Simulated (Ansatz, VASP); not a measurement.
**TiAl2: VASP beside Ansatz**

Contents of INCAR:

```
PREC     = Accurate       # precision mode
ENCUT    = 520            # plane-wave cutoff, eV
EDIFF    = 1E-7           # SCF threshold, eV
ISMEAR   = 0              # smearing method
SIGMA    = 0.15           # smearing width, eV
LREAL    = False          # projectors in reciprocal space
LASPH    = True           # aspherical terms in the spheres
NELM     = 60             # most SCF steps
ALGO     = Fast           # electronic algorithm
ISIF     = 2              # what is computed and relaxed
LWAVE    = False          # write WAVECAR
LCHARG   = True           # write CHGCAR
GGA      = CA             # functional
LELF     = True           # ELF
LVHAR    = True         
NBANDS   = 27             # bands
```

Contents of KPOINTS:

```
regular mesh
0
Gamma
  12 12 12
```

POSCAR

```
TiAl2
1.0
    1.8976366714     -5.8676964523      0.0000000000
    1.8976366714      5.8676964523      0.0000000000
    0.0000000000      0.0000000000      4.0736899578
Ti Al
2 4
Direct
    0.6560576955      0.3439423045      0.0000000000
    0.3439423045      0.6560576955      0.0000000000
    0.0000000000      0.0000000000      0.0000000000
    0.8269820961      0.1730179039      0.5000000000
    0.1730179039      0.8269820961      0.5000000000
    0.5000000000      0.5000000000      0.5000000000
```

Input for Ansatz:

```yaml
crystal:
  lattice:
    - [1.8976366714, -5.8676964523, 0.0]
    - [1.8976366714, 5.8676964523, 0.0]
    - [0.0, 0.0, 4.0736899578]
  atoms:
    - { symbol: Ti, position: [0.6560576955, 0.3439423045, 0.0] }
    - { symbol: Ti, position: [0.3439423045, 0.6560576955, 0.0] }
    - { symbol: Al, position: [0.0, 0.0, 0.0] }
    - { symbol: Al, position: [0.8269820961, 0.1730179039, 0.5] }
    - { symbol: Al, position: [0.1730179039, 0.8269820961, 0.5] }
    - { symbol: Al, position: [0.5, 0.5, 0.5] }
basis:
  ecutwfc: 520.0
kpoints:
  mp_grid: { grid: [12, 12, 12] }
hamiltonian:
  xc: lda
  pseudopotentials: { kind: paw, azcp: { folder: soft_1 } }
scf:
  occupations: { method: gaussian, width: 0.15 }
output:
  forces: true
  stress: true
  eigenvalues: true
```

Change from the starting cell: volume 15.120 Å^3 an atom, stretch along c over the lengths across it, relative to the relaxed cell 1.0549.

Alike in both runs: task single point; functional LDA; k mesh 12 × 12 × 12; occupations gaussian, width 0.15 eV; no spin polarisation.

|  | VASP | Ansatz |
| --- | --- | --- |
| version | VASP 6.6.1 | Ansatz 0.2.0 |
| potentials or method | VASP PAW LDA potentials, release 64 (Ti_sv, Al), cutoff 520 eV | scalar-relativistic, plane waves, PAW |
| valence electrons in the cell | 36 | 36 |

```csv
,VASP,Ansatz,Ansatz less VASP
gap on the k mesh at the Fermi level (eV),none,none,-
pressure (GPa),0.5,0.3,-0.20
"traceless stress, the component that is largest in VASP (GPa)",-5.34,-5.32,+0.015
rms of the force components (eV/Å),0.076,0.074,-0.0019
```

Ansatz warns that its potentials were made for another functional, while VASP's fit it. LDA's correlation is that of Perdew and Zunger in VASP and of Perdew and Wang (1992) in Ansatz. Atom by atom the forces differ by 0.003 eV/Å (rms over components). A gap of «none» marks a metal or a gap that the smearing closes.
